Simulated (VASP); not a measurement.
Wanted: the native input for a VASP 6.6.1 run.

```
Task                   : single point
Functional             : PBE
Potentials or basis    : VASP PAW PBE potentials, release 64 (Ir, F)
Cutoff                 : 520 eV
k mesh                 : 6 × 6 × 6
Occupations            : gaussian, width 0.1 eV
Spin                   : collinear spin
Starting moments       : [1.0, 1.0, 1.0, 1.0, 0.0, 0.0] μB
Dipole correction      : no
Further INCAR settings : ALGO = Fast; EDIFF = 1e-06; NBANDS = 38
```

The structure of Ir2F lies in POSCAR:

```
Ir2F
1.0
    0.0000000000      3.3550603455      3.3550603455
    3.3550603455      0.0000000000      3.3550603455
    3.3550603455      3.3550603455      0.0000000000
Ir F
4 2
Direct
    0.6250000000      0.6250000000      0.6250000000
    0.1250000000      0.6250000000      0.6250000000
    0.6250000000      0.6250000000      0.1250000000
    0.6250000000      0.1250000000      0.6250000000
    0.0000000000      0.0000000000      0.0000000000
    0.2500000000      0.2500000000      0.2500000000
```

The input as run:

INCAR

```
  PREC = Accurate
  ENCUT = 520
  EDIFF = 1E-6
  ISMEAR = 0
  SIGMA = 0.1
  LREAL = F
  LASPH = T
  NELM = 150
  ALGO = Fast
  ISIF = 2
  LWAVE = F
  LCHARG = F
  ISPIN = 2
  MAGMOM = 1 1 1 1 0 0
  LORBIT = 11
  LMAXMIX = 4
  GGA = PE
  NBANDS = 38
```

KPOINTS

```
regular mesh
0
Gamma
  6 6 6
```

Potentials or basis: VASP PAW PBE potentials, release 64 (Ir, F).

Run with:

```console
$ cat potpaw_PBE.64/Ir/POTCAR potpaw_PBE.64/F/POTCAR > POTCAR
$ mpirun -np 1 vasp_std > vasp.out
```

Results of the run:

- Pressure: 79.6 GPa
- Net moment: 3.70 μB per cell
- Site moments: Ir +0.81; F +0.15 μB
- Valence electrons inside the program's atomic spheres: Ir 8.87; F 6.01

Caveat: the cell stands under pressure.

It took 3.5 min on 1 thread of Oxide Virtual Turin-like Processor, on a shared host, peak memory 0.25 GiB.
